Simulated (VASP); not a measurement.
# KF (Carobbiite) (Fm-3m) in VASP: a series of runs

The runs below take KF (Carobbiite) through relaxation of cell and atoms, with PBEsol.

Program: VASP 6.6.1. These are calculated values, not measurements. Logs are shortened: lines on timing, memory, paths and dates and some standing lists are left out, and cuts for length are marked.

**1. The cell of the first run**

The structure is cubic, space group Fm-3m (No. 225). Conventional cell: a = 5.344 Å, b = 5.344 Å, c = 5.344 Å, α = 90.00°, β = 90.00°, γ = 90.00°. K (site symmetry m-3m) has 6 F at 2.67 Å within 3.5 Å. F (site symmetry m-3m) has 6 K at 2.67 Å within 3.5 Å.

**2. Relaxation of cell and atoms, PBEsol**

File INCAR:

```
SYSTEM = KF
ALGO     = Normal         ! electronic algorithm
EDIFF    = 1E-7           ! SCF threshold, eV
EDIFFG   = -0.005         ! ionic threshold
ENCUT    = 600            ! plane-wave cutoff, eV
GGA      = PS             ! functional
IBRION   = 2              ! ionic algorithm
ISIF     = 3              ! what is computed and relaxed
ISMEAR   = -1             ! smearing method
LASPH    = .True.         ! aspherical terms in the spheres
LCHARG   = .False.        ! write CHGCAR
LREAL    = .False.        ! projectors in reciprocal space
LWAVE    = .False.        ! write WAVECAR
NELM     = 60             ! most SCF steps
NSW      = 80             ! ionic steps
PREC     = Accurate       ! precision mode
SIGMA    = 0.05           ! smearing width, eV
```

File KPOINTS:

```
k-points
0
Gamma
  9 9 9
  0 0 0
```

File POSCAR:

```
KF
1.0
    0.0000000000      2.6718500000      2.6718500000
    2.6718500000      0.0000000000      2.6718500000
    2.6718500000      2.6718500000      0.0000000000
K F
1 1
Direct
    0.0000000000      0.0000000000      0.0000000000
    0.5000000000      0.5000000000      0.5000000000
```

Potentials or basis: VASP PAW PBE potentials, release 64 (K_sv, F).

Command:

```bash
> cat potpaw_PBE.64/K_sv/POTCAR potpaw_PBE.64/F/POTCAR > POTCAR
> mpirun -np 1 vasp_std > vasp.out
```

OUTCAR:

```text
SYSTEM = KF
   EDIFF = 1E-7
   EDIFFG = -0.005
   ENCUT = 600
   GGA = PS
   IBRION = 2
   ISIF = 3
   ISMEAR = -1
   LASPH = .True.
   LREAL = .False.
   NELM = 60
   NSW = 80
   PREC = Accurate

 ion  position               nearest neighbor table
   1  0.000  0.000  0.000-   2 2.67   2 2.67   2 2.67   2 2.67   2 2.67   2 2.67
   2  0.500  0.500  0.500-   1 2.67   1 2.67   1 2.67   1 2.67   1 2.67   1 2.67

  LATTYP: Found a face centered cubic cell.
 ALAT       =     5.3437000000

  Lattice vectors:

 A1 = (   0.0000000000,   2.6718500000,   2.6718500000)
 A2 = (   2.6718500000,   0.0000000000,   2.6718500000)
 A3 = (   2.6718500000,   2.6718500000,   0.0000000000)

Analysis of symmetry for initial positions (statically):
=====================================================================
 Subroutine PRICEL returns:
 Original cell was already a primitive cell.

 Routine SETGRP: Setting up the symmetry group for a
 face centered cubic supercell.

 Subroutine GETGRP returns: Found 48 space group operations
[... 9 lines left out ...]

 Routine SETGRP: Setting up the symmetry group for a
 face centered cubic supercell.

 Subroutine GETGRP returns: Found 48 space group operations
[... 11 lines left out ...]
                                     Primitive cell

  volume of cell :      38.1475

  direct lattice vectors                    reciprocal lattice vectors
     0.000000000  2.671850000  2.671850000    -0.187136254  0.187136254  0.187136254
     2.671850000  0.000000000  2.671850000     0.187136254 -0.187136254  0.187136254
     2.671850000  2.671850000  0.000000000     0.187136254  0.187136254 -0.187136254

  length of vectors
     3.778566507  3.778566507  3.778566507     0.324129500  0.324129500  0.324129500

  position of ions in fractional coordinates (direct lattice)
     0.000000000  0.000000000  0.000000000
     0.500000000  0.500000000  0.500000000

  ion indices of the primitive-cell ions
   primitive index   ion index
                 1           1
                 2           2

----------------------------------------------------------------------------------------

 KPOINTS: k-points

Automatic generation of k-mesh.
 Grid dimensions read from file:
 generate k-points for:    9    9    9

 Generating k-lattice:

  Cartesian coordinates                     Fractional coordinates (reciprocal lattice)
    -0.020792917  0.020792917  0.020792917     0.111111111  0.000000000  0.000000000
     0.020792917 -0.020792917  0.020792917     0.000000000  0.111111111  0.000000000
     0.020792917  0.020792917 -0.020792917     0.000000000  0.000000000  0.111111111

  Length of vectors
     0.036014389  0.036014389  0.036014389

  Shift w.r.t. Gamma in fractional coordinates (k-lattice)
     0.000000000  0.000000000  0.000000000

 Subroutine IBZKPT returns following result:
 ===========================================

 Found     35 irreducible k-points:

 Following reciprocal coordinates:
            Coordinates               Weight
  0.000000  0.000000  0.000000      1.000000
  0.111111  0.000000  0.000000      8.000000
  0.222222  0.000000  0.000000      8.000000
  0.333333  0.000000  0.000000      8.000000
  0.444444  0.000000  0.000000      8.000000
  0.111111  0.111111  0.000000      6.000000
[... 16 lines left out ...]
 -0.333333  0.333333  0.000000     12.000000
  0.444444  0.444444  0.000000      6.000000
 [... further k-points ...]
   k-points           NKPTS =     35   k-points in BZ     NKDIM =     35   number of bands    NBANDS=     12
   number of dos      NEDOS =    301   number of ions     NIONS =      2
   total plane-waves  NPLWV =  27000
   dimension x,y,z NGX =    30 NGY =   30 NGZ =   30
   dimension x,y,z NGXF=    60 NGYF=   60 NGZF=   60
   ions per type =               1   1
   NGX,Y,Z   is equivalent  to a cutoff of  13.20, 13.20, 13.20 a.u.
   NGXF,Y,Z  is equivalent  to a cutoff of  26.40, 26.40, 26.40 a.u.
 SYSTEM =  KF
   PREC   = accura    normal or accurate (medium, high low for compatibility)
   ISTART =      0    job   : 0-new  1-cont  2-samecut
   ICHARG =      2    charge: 1-file 2-atom 10-const
   ISPIN  =      1    spin polarized calculation?
   LNONCOLLINEAR =      F non collinear calculations
   LSORBIT =      F    spin-orbit coupling
   LASPH  =      T    aspherical Exc in radial PAW
   ENCUT  =  600.0 eV  44.10 Ry    6.64 a.u.   7.55  7.55  7.55*2*pi/ulx,y,z
   NELM   =     60;   NELMIN=  2; NELMDL= -5     # of ELM steps
   EDIFF  = 0.1E-06   stopping-criterion for ELM
   LREAL  =      F    real-space projection
   EDIFFG = -.5E-02   stopping-criterion for IOM
   NSW    =     80    number of steps for IOM
   IBRION =      2    ionic relax: 0-MD 1-quasi-New 2-CG
   NFREE  =      1    steps in history (QN), initial steepest desc. (CG)
   ISIF   =      3    stress and relaxation
   ISYM   =      2    0-nonsym 1-usesym 2-fastsym
   POTIM  = 0.5000    time-step for ionic-motion
   TEBEG  =    0.0;   TEEND  =   0.0 temperature during run
   PSTRESS=    0.0 pullay stress
   NELECT =      16.0000    total number of electrons
   NUPDOWN=      -1.0000    fix difference up-down
   EMIN   =  10.00;   EMAX   =-10.00  energy-range for DOS
   EFERMI =   0.00;   METHOD = LEGACY
   ISMEAR =    -1;   SIGMA  =   0.05  broadening in eV -4-tet -1-fermi 0-gaus
   EFERMI_NEDOS =   21; number of points for ismear=-14 and -15
   IALGO  =     38    algorithm
   IMIX   =      4    mixing-type and parameters
     AMIX     =   0.40;   BMIX     =  1.00
     AMIX_MAG =   1.60;   BMIX_MAG =  1.00
  volume/ion in A,a.u.               =      19.07       128.72
  Fermi-wavevector in a.u.,A,eV,Ry     =   1.225442  2.315750 20.431978  1.501708
  Thomas-Fermi vector in A             =   2.360480
   LORBIT       =      0    0 simple, 1 ext, 2 COOP (PROOUT), +10 PAW based schemes
   GGA     = PS    functional components
   LHFCALC =     F    Hartree Fock is set to
   AEXX    =    0.0000 exact exchange contribution
   IVDW    =     0    specifies the selected vdW correction
   LEPSILON=     F    determine dielectric tensor
   LRPA    =     F    only Hartree local field effects (RPA)
 conjugate gradient relaxation of ions
 non-spin polarized calculation
  energy-cutoff  :      600.00
  volume of cell :       38.15
 maximum number of plane-waves:      1299
 NGX is ok and might be reduce to    30
   NGX = 15   NGY = 15   NGZ = 15

--------------------------------------- Ionic step        1  -------------------------------------------

 number of electron      15.9999997 magnetization

 Free energy of the ion-electron system (eV)
  ---------------------------------------------------
  ext. energy  EPLUGINS =         0.00000000
  ---------------------------------------------------
  free energy    TOTEN  =        -8.52116831 eV

  energy without entropy =       -8.52116831  energy(sigma->0) =       -8.52116831

------------------------ aborting loop because EDIFF is reached ----------------------------------------

  FORCE on cell =-STRESS in cart. coord.  units (eV):
  Direction    XX          YY          ZZ          XY          YZ          ZX
  --------------------------------------------------------------------------------------
  -------------------------------------------------------------------------------------
  Total       -0.1518391     -0.1518391     -0.1518391      0.0000000     -0.0000000     -0.0000000
  in kB       -6.3771692     -6.3771692     -6.3771692      0.0000000     -0.0000000     -0.0000000
  external PRESSURE =      -6.3771692 kB  Pullay stress =       0.0000000 kB
[... 57 lines left out ...]
  energy  without entropy=       -8.5223823299  energy(sigma->0) =       -8.52238233

--------------------------------------- Ionic step        3  -------------------------------------------

 number of electron      16.0000003 magnetization

 Free energy of the ion-electron system (eV)
  ---------------------------------------------------
  ext. energy  EPLUGINS =         0.00000000
  ---------------------------------------------------
  free energy    TOTEN  =        -8.52269497 eV

  energy without entropy =       -8.52269497  energy(sigma->0) =       -8.52269497

 E-fermi :  -1.6868     XC(G=0):  -8.7062

 val. band max:       -2.8570946820   @ k =   0.0000   0.0000   0.0000
 cond. band min:       3.2755753058   @ k =   0.0000   0.0000   0.0000
 fundamental gap:      6.1326699878
 Fermi energy:        -1.6868179257

 k-point     1 :       0.0000    0.0000    0.0000
  band No.  band energies     occupation
      1     -28.7642      2.00000
      2     -21.3971      2.00000
      3     -12.0605      2.00000
      4     -12.0605      2.00000
      5     -12.0605      2.00000
      6      -2.8571      2.00000
      7      -2.8571      2.00000
      8      -2.8571      2.00000
      9       3.2756      0.00000
     10       7.8327      0.00000
     11       7.8327      0.00000
     12       7.8327      0.00000
[... 331 lines left out ...]
 k-point    24 :       0.4444    0.4444    0.0000
  band No.  band energies     occupation
      1     -28.6364      2.00000
      2     -21.4224      2.00000
      3     -12.6412      2.00000
      4     -12.2853      2.00000
      5     -12.2853      2.00000
      6      -3.0975      2.00000
      7      -2.9099      2.00000
      8      -2.9099      2.00000
      9       5.3068      0.00000
     10       7.2711      0.00000
     11       9.0620      0.00000
     12      10.8044      0.00000

 [... further k-points ...]
[... 5 lines left out ...]
  --------------------------------------------------------------------------------------
  -------------------------------------------------------------------------------------
  Total        0.0013608      0.0013608      0.0013608     -0.0000000      0.0000000     -0.0000000
  in kB        0.0583138      0.0583138      0.0583138     -0.0000000      0.0000000     -0.0000000
  external PRESSURE =       0.0583138 kB  Pullay stress =       0.0000000 kB
[... 17 lines left out ...]
  FREE ENERGIE OF THE ION-ELECTRON SYSTEM (eV)
  ---------------------------------------------------
  free  energy   TOTEN  =        -8.5226949743 eV

  energy  without entropy=       -8.5226949742  energy(sigma->0) =       -8.52269497

 reached required accuracy - stopping structural energy minimisation
```

Wall time 21 s (1 thread of Intel Xeon 6975P-C (Granite Rapids), shared host); peak memory 0.18 GiB.

What came out:

* Free energy: -8.5227 eV
* Relaxed volume: 18.69 Å³/atom
* Relaxed cell: a = 3.753 Å, b = 3.753 Å, c = 3.753 Å, α = 60.00°, β = 60.00°, γ = 60.00°
* Space group after relaxing (to 0.05 Å): Fm-3m (No. 225)
* Energy gained by relaxing: 0.8 meV/atom
* Ionic steps: 3
* Pressure after relaxing: 0.0 GPa
* Band gap on the k mesh: 6.13 eV, direct

Step by step:
```tsv
step	energy change (eV)	largest force (eV/Å)	pressure (GPa)	volume (Å³)
1	0.0000	0.0000	-0.64	38.15
2	-0.0012	0.0000	-0.29	37.73
3	-0.0015	0.0000	0.01	37.39
```

Final structure:
```xyz
2
Lattice="0.0000 2.6540 2.6540 2.6540 0.0000 2.6540 2.6540 2.6540 0.0000" Properties=species:S:1:pos:R:3 pbc="T T T"
K     0.0000    0.0000    0.0000
F     2.6540    2.6540    2.6540
```

Caveat: the PAW data sets were made with another functional, which shifts forces and pressure a little. A k mesh can miss the band edges.

**3. Relaxation of cell and atoms, PBEsol, target pressure 5 GPa, at which the enthalpy is minimised**

File INCAR:

```
PREC     = Accurate       # precision mode
ENCUT    = 600            # plane-wave cutoff, eV
EDIFF    = 1E-6           # SCF threshold, eV
ISMEAR   = -1             # smearing method
SIGMA    = 0.05           # smearing width, eV
LREAL    = F              # projectors in reciprocal space
LASPH    = T              # aspherical terms in the spheres
NELM     = 100            # most SCF steps
ALGO     = Normal         # electronic algorithm
ISIF     = 3              # what is computed and relaxed
LWAVE    = F              # write WAVECAR
LCHARG   = F              # write CHGCAR
GGA      = PS             # functional
IBRION   = 2              # ionic algorithm
NSW      = 80             # ionic steps
EDIFFG   = -0.005         # ionic threshold
PSTRESS  = 50.0
```

File KPOINTS:

```
Automatic mesh
0
Gamma
  9 9 9
```

POSCAR is that of step 2.

Potentials or basis: VASP PAW PBE potentials, release 64 (K_sv, F).

Command:

```bash
> cat potpaw_PBE.64/K_sv/POTCAR potpaw_PBE.64/F/POTCAR > POTCAR
> mpirun -np 1 vasp_std > vasp.out
```

It took 26 s on 1 thread of Intel Xeon 6975P-C (Granite Rapids), shared host; peak memory 0.18 GiB.

Results (log left out):

```yaml
Free_energy: -8.4667 eV
Relaxed_volume: 16.70 Å³/atom
Relaxed_cell: a = 3.615 Å, b = 3.615 Å, c = 3.615 Å, α = 60.00°, β = 60.00°, γ = 60.00°
Space_group_after_relaxing_to_0.05_Å: Fm-3m (No. 225)
Energy_change_on_relaxing_the_enthalpy_is_what_falls: +27.2 meV/atom
Ionic_steps: 4
Pressure_after_relaxing: 5.0 GPa
Band_gap_on_the_k_mesh: 6.75 eV, direct
```

The path:
```
step  energy change (eV)  largest force (eV/Å)  pressure (GPa)  volume (Å³)
   1              0.0000                0.0000           -0.62        38.15
   2              0.0244                0.0000            3.19        34.57
   3              0.0517                0.0000            4.89        33.49
   4              0.0544                0.0000            5.04        33.40
```

Final structure:
```xyz
2
Lattice="0.0000 2.5560 2.5560 2.5560 0.0000 2.5560 2.5560 2.5560 0.0000" Properties=species:S:1:pos:R:3 pbc="T T T"
K     0.0000    2.5560    2.5560
F     2.5560    2.5560    2.5560
```

Levels at points of the mesh, in eV from the valence-band top:
```csv
k point,band 4,band 5,band 6,band 7,band 8,band 9,band 10,band 11,band 12
"(0.00, 0.00, 0.00)",-8.81,-8.81,0.00,0.00,0.00,6.75,10.97,10.97,10.97
```

Caveat: the cell is relaxed towards a set pressure, so the enthalpy falls and the energy may rise; the PAW data sets were made with another functional, which shifts forces and pressure a little. A hybrid or GW would open this gap; PBEsol tends to underestimate it.
